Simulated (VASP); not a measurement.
# KF (Fm-3m) in VASP: settings compared, part 2 of 2

VASP 6.6.1. Earlier steps stand in the parts before.

## Step 3: Vibrations by perturbation theory, PBEsol

This run uses another cell than the first one, of 18.68 Å³/atom, 0.994 times its volume.

INCAR reads:

```
  PREC = Accurate
  ENCUT = 520
  EDIFF = 1E-8
  ISMEAR = 0
  SIGMA = 0.01
  LREAL = F
  LASPH = T
  NELM = 60
  ALGO = Normal
  ISIF = 2
  LWAVE = F
  LCHARG = F
  GGA = PS
  IBRION = 8
  NSW = 1
  LEPSILON = T
```

KPOINTS reads:

```
Automatic mesh
0
Gamma
  8 8 8
```

POSCAR reads:

```
KF
1.0
    0.0000000000      2.6535256432      2.6535256432
    2.6535256432      0.0000000000      2.6535256432
    2.6535256432      2.6535256432      0.0000000000
K F
1 1
Direct
    0.0000000000      0.0000000000      0.0000000000
    0.5000000000      0.5000000000      0.5000000000
```

Potentials or basis: VASP PAW PBE potentials, release 64 (K_sv, F).

Started as:

```
> cat potpaw_PBE.64/K_sv/POTCAR potpaw_PBE.64/F/POTCAR > POTCAR
> mpirun -np 1 vasp_std > vasp.out
```

OUTCAR:

```text
PREC = Accurate
   ENCUT = 520
   EDIFF = 1E-8
   ISMEAR = 0
   LREAL = F
   LASPH = T
   NELM = 60
   ISIF = 2
   GGA = PS
   IBRION = 8
   NSW = 1
   LEPSILON = T

 ion  position               nearest neighbor table
   1  0.000  0.000  0.000-   2 2.65   2 2.65   2 2.65   2 2.65   2 2.65   2 2.65
   2  0.500  0.500  0.500-   1 2.65   1 2.65   1 2.65   1 2.65   1 2.65   1 2.65

  LATTYP: Found a face centered cubic cell.
 ALAT       =     5.3070512864

  Lattice vectors:

 A1 = (   0.0000000000,   2.6535256432,   2.6535256432)
 A2 = (   2.6535256432,   0.0000000000,   2.6535256432)
 A3 = (   2.6535256432,   2.6535256432,   0.0000000000)

Analysis of symmetry for initial positions (statically):
=====================================================================
 Subroutine PRICEL returns:
 Original cell was already a primitive cell.

 Routine SETGRP: Setting up the symmetry group for a
 face centered cubic supercell.

 Subroutine GETGRP returns: Found 48 space group operations
 (whereof 48 operations were pure point group operations)
 out of a pool of 48 trial point group operations.

The static configuration has the point symmetry O_h .

Analysis of symmetry for dynamics (positions and initial velocities):
=====================================================================
 Subroutine PRICEL returns:
 Original cell was already a primitive cell.

 Routine SETGRP: Setting up the symmetry group for a
 face centered cubic supercell.

 Subroutine GETGRP returns: Found 48 space group operations
 (whereof 48 operations were pure point group operations)
 out of a pool of 48 trial point group operations.

The dynamic configuration has the point symmetry O_h .

 Subroutine INISYM returns: Found 48 space group operations
 (whereof 48 operations are pure point group operations),
 and found     1 'primitive' translations

----------------------------------------------------------------------------------------

                                     Primitive cell

  volume of cell :      37.3680

  direct lattice vectors                    reciprocal lattice vectors
     0.000000000  2.653525643  2.653525643    -0.188428554  0.188428554  0.188428554
     2.653525643  0.000000000  2.653525643     0.188428554 -0.188428554  0.188428554
     2.653525643  2.653525643  0.000000000     0.188428554  0.188428554 -0.188428554

  length of vectors
     3.752651953  3.752651953  3.752651953     0.326367829  0.326367829  0.326367829

  position of ions in fractional coordinates (direct lattice)
     0.000000000  0.000000000  0.000000000
     0.500000000  0.500000000  0.500000000

  ion indices of the primitive-cell ions
   primitive index   ion index
                 1           1
[... 546 lines left out ...]
    -0.00004  0.00000  0.00000
     0.00000 -0.00004 -0.00000
    -0.00000  0.00000 -0.00009

--------------------------------------- Ionic step        4  -------------------------------------------

------------------------ aborting loop because EDIFF is reached ----------------------------------------

[... ionic steps 5 to 6 ...]

--------------------------------------- Ionic step        7  -------------------------------------------

 Free energy of the ion-electron system (eV)
  ---------------------------------------------------
  ---------------------------------------------------
  free energy    TOTEN  =        -0.53236602 eV

  energy without entropy =       -0.53236602

------------------------ aborting loop because EDIFF is reached ----------------------------------------

 INTERNAL STRAIN TENSOR  FOR ION    2  DIRECTION 1   (eV/Angst):
 -----------------------------------------------------------------------------
    -0.01269 -0.00000 -0.00000
    -0.00000  0.00340  0.00000
     0.00000  0.00000  0.00340

 MACROSCOPIC STATIC DIELECTRIC TENSOR (including local field effects in DFT)
 ------------------------------------------------------
           2.020101     0.000000     0.000000
           0.000000     2.020101    -0.000000
           0.000000     0.000000     2.020101
 ------------------------------------------------------

 PIEZOELECTRIC TENSOR (including local field effects)  for field in x, y, z        (e  Angst)
          XX          YY          ZZ          XY          YZ          ZX
  --------------------------------------------------------------------------------
  x     0.00000     0.00000     0.00000     0.00000     0.00000     0.00000
  y     0.00000     0.00000     0.00000     0.00000     0.00000     0.00000
  z     0.00000     0.00000     0.00000     0.00000     0.00000     0.00000

 PIEZOELECTRIC TENSOR (including local field effects)  for field in x, y, z        (C/m^2)
          XX          YY          ZZ          XY          YZ          ZX
  --------------------------------------------------------------------------------
  x     0.00000     0.00000     0.00000     0.00000     0.00000     0.00000
  y     0.00000     0.00000     0.00000     0.00000     0.00000     0.00000
  z     0.00000     0.00000     0.00000     0.00000     0.00000     0.00000

 BORN EFFECTIVE CHARGES (including local field effects) (in |e|, cummulative output)
 ---------------------------------------------------------------------------------
 ion    1
    1     1.14177     0.00000    -0.00000
    2     0.00000     1.14177    -0.00000
    3     0.00000    -0.00000     1.14177
 ion    2
    1    -1.14177    -0.00000     0.00000
    2    -0.00000    -1.14177     0.00000
    3    -0.00000     0.00000    -1.14177

 INTERNAL STRAIN TENSOR FOR ION    2 for displacements in x,y,z  (eV/Angst):
          X           Y           Z          XY          YZ          ZX
  --------------------------------------------------------------------------------
  x     0.00000     0.00000     0.00000     0.00000     0.00000     0.00000
  y     0.00000     0.00000     0.00000     0.00000     0.00000     0.00000
  z     0.00000     0.00000     0.00000     0.00000     0.00000     0.00000

 SECOND DERIVATIVES (NOT SYMMETRIZED)
 ------------------------------------
               1X          1Y          1Z          2X          2Y          2Z
  1X    -1.586477    0.000000    0.000000    1.586477    0.000000    0.000000
  1Y     0.000000   -1.586477    0.000000    0.000000    1.586477    0.000000
  1Z     0.000000    0.000000   -1.586477    0.000000    0.000000    1.586477
  2X     1.621925    0.000000    0.000000   -1.621925    0.000000    0.000000
  2Y     0.000000    1.621925    0.000000    0.000000   -1.621925    0.000000
  2Z     0.000000    0.000000    1.621925    0.000000    0.000000   -1.621925

 Eigenvectors and eigenvalues of the dynamical matrix
 ----------------------------------------------------

   1 f  =    5.548253 THz    34.860702 2PiTHz  185.069800 cm-1    22.945721 meV
             X         Y         Z           dx          dy          dz
      0.000000  0.000000  0.000000     0.567605    0.000000    0.000000
      2.653526  2.653526  2.653526    -0.823301    0.000000    0.000000
[... 21 lines left out ...]
   6 f/i=    0.028646 THz     0.179990 2PiTHz    0.955538 cm-1     0.118472 meV
             X         Y         Z           dx          dy          dz
      0.000000  0.000000  0.000000     0.447397    0.686642    0.078632
      2.653526  2.653526  2.653526     0.308447    0.473389    0.054211

--------------------------------------------------------------------------------------------------------

 MACROSCOPIC STATIC DIELECTRIC TENSOR IONIC CONTRIBUTION
 ------------------------------------------------------
           3.934916     0.000000    -0.000000
           0.000000     3.934916    -0.000000
          -0.000000    -0.000000     3.934916
 ------------------------------------------------------

 ELASTIC MODULI CONTR FROM IONIC RELAXATION (kBar)
 Direction    XX          YY          ZZ          XY          YZ          ZX
 --------------------------------------------------------------------------------
 XX           0.0000      0.0000      0.0000      0.0000      0.0000      0.0000
 YY           0.0000      0.0000      0.0000      0.0000      0.0000      0.0000
 ZZ           0.0000      0.0000      0.0000      0.0000      0.0000      0.0000
 XY           0.0000      0.0000      0.0000      0.0000      0.0000      0.0000
 YZ           0.0000      0.0000      0.0000      0.0000      0.0000      0.0000
 ZX           0.0000      0.0000      0.0000      0.0000      0.0000      0.0000
 --------------------------------------------------------------------------------

 PIEZOELECTRIC TENSOR IONIC CONTR  for field in x, y, z        (C/m^2)
          XX          YY          ZZ          XY          YZ          ZX
  --------------------------------------------------------------------------------
  x     0.00000     0.00000     0.00000     0.00000     0.00000     0.00000
  y     0.00000     0.00000     0.00000     0.00000     0.00000     0.00000
  z     0.00000     0.00000     0.00000     0.00000     0.00000     0.00000
```

OSZICAR:

```text
N       E                     dE             d eps       ncg     rms          rms(c)
DAV:   1     0.116289048606E+03    0.11629E+03   -0.84474E+03   696   0.129E+03
DAV:   2    -0.479214664074E+01   -0.12108E+03   -0.11109E+03   896   0.333E+02
DAV:   3    -0.948006798657E+01   -0.46879E+01   -0.46664E+01   892   0.619E+01
[... 217 lines left out ...]
RMM:   9    -0.532365519636E+00   -0.87574E-06    0.32790E-07  2902   0.123E-03    0.936E-05
RMM:  10    -0.532365934124E+00   -0.41449E-06    0.66883E-08  3244   0.612E-04    0.183E-05
RMM:  11    -0.532365964364E+00   -0.30241E-07    0.26807E-08  3293   0.359E-04    0.152E-05
RMM:  12    -0.532366053206E+00   -0.88842E-07    0.56783E-08  3103   0.271E-04    0.602E-06
RMM:  13    -0.532366019467E+00    0.33739E-07    0.94768E-08  3203   0.230E-04    0.466E-06
RMM:  14    -0.532366016337E+00    0.31295E-08   -0.72688E-08  3247   0.213E-04    0.346E-06
 Linear response finished
```

stdout:

```text
POSCAR found type information on POSCAR K F
 POSCAR found :  2 types and       2 ions
 scaLAPACK will be used
 -----------------------------------------------------------------------------
|                                                                             |
|                                                                             |
[... 39 lines left out ...]
 first order change of Fermi-energy   0.95875E-02
 force on displaced ion       1 direction 1 :  -1.586   0.000   0.000
 Born effective charge ion    1 direction 1 :   1.141   0.000   0.000
 Linear response progress:
 first order change of Fermi-energy  -0.91229E-02
 force on displaced ion       2 direction 1 :  -1.622   0.000   0.000
 Born effective charge ion    2 direction 1 :  -1.142   0.000   0.000
 Born effective charges drift removed
 Linear response finished
```

It took 5.3 min on 1 thread of Intel Xeon Platinum 8488C (Sapphire Rapids), shared host; peak memory 0.22 GiB.

What came out:

```yaml
Electronic_dielectric_tensor_diagonal: 2.02
Born_charges_mean_of_the_diagonal: K +1.14; F -1.14 e
Highest_phonon_frequency_at_Γ_LO-TO_splitting_left_out: 185 cm⁻¹
```

Phonon frequencies in cm⁻¹ (negative: imaginary):
```
              q point           frequencies
(0.000, 0.000, 0.000)  -1 -1 -1 185 185 185
```

Electronic dielectric tensor:
```
2.02 0.00 0.00
0.00 2.02 0.00
0.00 0.00 2.02
```

Born effective charge tensors (e):
atom 1, K
```
1.14 0.00 0.00
0.00 1.14 0.00
0.00 0.00 1.14
```
atom 2, F
```
-1.14  0.00  0.00
 0.00 -1.14  0.00
 0.00  0.00 -1.14
```

Caveat: the PAW data sets were made with another functional, which shifts forces and pressure a little.
